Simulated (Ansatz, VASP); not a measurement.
**Two plane-wave programs on LiNbO3**

```xyz
20
Lattice="-2.5950 4.4946 0.0000 -5.1899 0.0000 0.0000 -5.1899 2.9964 9.3444" Properties=species:S:1:pos:R:3 pbc="T T T"
Li   -2.5952    1.4983    0.7247
Li   -7.7850    4.4947    3.0608
Li   -5.1901    2.9965    5.3969
Li  -10.3800    5.9929    7.7330
Nb   -2.5950    1.4979    4.6639
Nb   -5.1897    2.9966    2.3278
Nb   -5.1900    2.9961    9.3361
Nb   -7.7847    4.4948    7.0000
O    -6.1311    1.7109    3.7872
O    -5.8331    4.4544    3.7869
O    -3.6055    2.8233    3.7852
O    -4.5473    1.4579    1.4511
O    -4.1793    4.3226    1.4507
O    -6.8427    3.2090    1.4491
O    -8.7261    3.2091    8.4594
O    -8.4281    5.9526    8.4591
O    -6.2005    4.3215    8.4574
O    -7.1422    2.9561    6.1233
O    -6.7742    5.8208    6.1230
O    -9.4377    4.7072    6.1213
```

Alike in both runs: task single point; functional PBE; k mesh 3 × 3 × 1; occupations fermi-dirac, width 0.01 eV; no spin polarisation.

```csv
,VASP,Ansatz
version,VASP 6.6.1,Ansatz 0.2.0
potentials or method,"VASP PAW PBE potentials, release 64 (Li_sv, Nb_sv, O), cutoff 520 eV",plane-wave PAW DFT
valence electrons in the cell,136,136
```

VASP gave:

| Quantity | Value |
| --- | --- |
| gap on the k mesh at the Fermi level (eV) | 3.58 |
| rms of the force components (eV/Å) | 0.007 |

Task: Estimate Ansatz's values.

Result: gap on the k mesh at the Fermi level (eV): 3.60; rms of the force components (eV/Å): 0.010.

The k mesh is coarse, so the values compare programs but aren't converged. Noted on VASP's run: the cutoff is short for stress, so the pressure is rough.
